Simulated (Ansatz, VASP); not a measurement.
## Si in VASP and in Ansatz

File POSCAR:

```
Si
1.0
    0.0000000000      2.7459237630      2.7459237630
    2.7221053413      0.0238184217      2.7221053413
    2.7221053413      2.7221053413      0.0238184217
Si
2
Direct
    0.5000000000      0.5000000000      0.5000000000
    0.7500000000      0.7500000000      0.7500000000
```

File INCAR.step1:

```
ALGO = Normal
EDIFF = 1E-4
ENCUT = 520
GGA = PE
ISMEAR = 0
LASPH = T
LCHARG = F
LREAL = F
LWAVE = T
NBANDS = 11
NELM = 60
PREC = Accurate
SIGMA = 0.05
```

Contents of INCAR.step2:

```
ALGO = Normal
EDIFF = 1E-6
ENCUT = 520
ISIF = 2
ISMEAR = 0
ISTART = 1
LASPH = T
LCHARG = F
LMIXTAU = T
LREAL = F
LWAVE = F
METAGGA = R2SCAN
NBANDS = 11
NELM = 60
PREC = Accurate
SIGMA = 0.05
```

The input KPOINTS:

```
k-points
0
Gamma
  8 8 8
```

Input for Ansatz:

```yaml
crystal:
  lattice:
    - [0.0, 2.745923763, 2.745923763]
    - [2.7221053413, 0.0238184217, 2.7221053413]
    - [2.7221053413, 2.7221053413, 0.0238184217]
  atoms:
    - { symbol: Si, position: [0.5, 0.5, 0.5] }
    - { symbol: Si, position: [0.75, 0.75, 0.75] }
basis:
  ecutwfc: 500
kpoints:
  mp_grid: { grid: [8, 8, 8] }
hamiltonian:
  xc: r2scan
scf:
  occupations: { method: gaussian, width: 0.05 }
output:
  forces: true
  stress: true
  eigenvalues: true
```

Change from the starting cell: strain +0.0175 x Voigt [0, 0, 0, 1, 0, 0], atoms carried along.

Alike in both runs: task single point; functional r2SCAN; k mesh 8 × 8 × 8; occupations gaussian, width 0.05 eV; no spin polarisation.

```csv
,VASP,Ansatz
version,VASP 6.6.1,Ansatz 0.2.0
potentials or method,"VASP PAW PBE potentials, release 64 (Si), cutoff 520 eV","scalar-relativistic, plane waves, PAW"
valence electrons in the cell,8,8
```

|  | VASP | Ansatz | Ansatz less VASP |
| --- | --- | --- | --- |
| gap on the k mesh at the Fermi level (eV) | 0.80 | 0.78 | -0.014 |
| least direct gap on the mesh (eV) | 2.60 | 2.58 | -0.016 |
| pressure (GPa) | -0.2 | 0.0 | +0.24 |
| traceless stress, the component that is largest in VASP (GPa) | -1.88 | -1.88 | +0.008 |
| rms of the force components (eV/Å) | 0.095 | 0.096 | +0.0012 |

VASP's potentials were made for PBE, not for r2SCAN. Atom by atom the forces differ by 0.001 eV/Å (rms over components). With one functional, cell and mesh, what is left measures potentials, basis and numerics.
